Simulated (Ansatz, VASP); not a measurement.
## Ni in VASP and in Ansatz

The input INCAR:

```
SYSTEM = Ni
  PREC = Accurate
  ENCUT = 520
  EDIFF = 1E-7
  ISMEAR = -1
  SIGMA = 0.05
  LREAL = .FALSE.
  LASPH = .TRUE.
  NELM = 150
  ALGO = Normal
  ISIF = 2
  LWAVE = .FALSE.
  LCHARG = .FALSE.
  ISPIN = 2
  MAGMOM = 0.2
  LORBIT = 11
  LMAXMIX = 4
  GGA = PE
  NBANDS = 15
```

Contents of KPOINTS:

```
regular mesh
0
G
  15 15 15
  0 0 0
```

File POSCAR:

```
Ni
1.0
    0.0000000000      1.7724000000      1.7724000000
    1.7724000000      0.0000000000      1.7724000000
    1.7724000000      1.7724000000      0.0000000000
Ni
1
Direct
    0.0000000000      0.0000000000      0.0000000000
```

Input for Ansatz:

```yaml
crystal:
  lattice:
    - [0.0, 1.7724, 1.7724]
    - [1.7724, 0.0, 1.7724]
    - [1.7724, 1.7724, 0.0]
  atoms:
    - { symbol: Ni, position: [0.0, 0.0, 0.0], spin: 0.2 }
magnetization:
  spin_polarized: true
hamiltonian:
  xc: pbe
  pseudopotentials: { kind: paw }
basis:
  ecutwfc: 420
kpoints:
  mp_grid: { grid: [15, 15, 15] }
scf:
  occupations: { method: fermi_dirac, width: 0.05 }
  lower_state_search: "off"
output:
  forces: true
  stress: true
```

Change from the starting cell: parallel moments scaled by 0.1, free total moment.

Alike in both runs: task single point; functional PBE; k mesh 15 × 15 × 15; occupations fermi-dirac, width 0.05 eV; collinear spin.

|  | VASP | Ansatz |
| --- | --- | --- |
| version | VASP 6.6.1 | Ansatz 0.2.0 |
| potentials or method | VASP PAW PBE potentials, release 64 (Ni), cutoff 520 eV | PAW, plane waves, scalar-relativistic |
| valence electrons in the cell | 10 | 18 |

Ansatz gave:

* pressure (GPa): -4.1
* net moment per atom (μB): 0.66
* size of the moment on the site where the two differ most (μB): 0.70

Question: What did VASP give for the same quantities?

Answer: Pressure (GPa): -4.1; net moment per atom (μB): 0.65; size of the moment on the site where the two differ most (μB): 0.66.

Site moments also hang on the region over which each program counts them. VASP's potentials hold 10 valence electrons a cell and Ansatz's 18, so a difference there can come from the potentials and not from the codes.
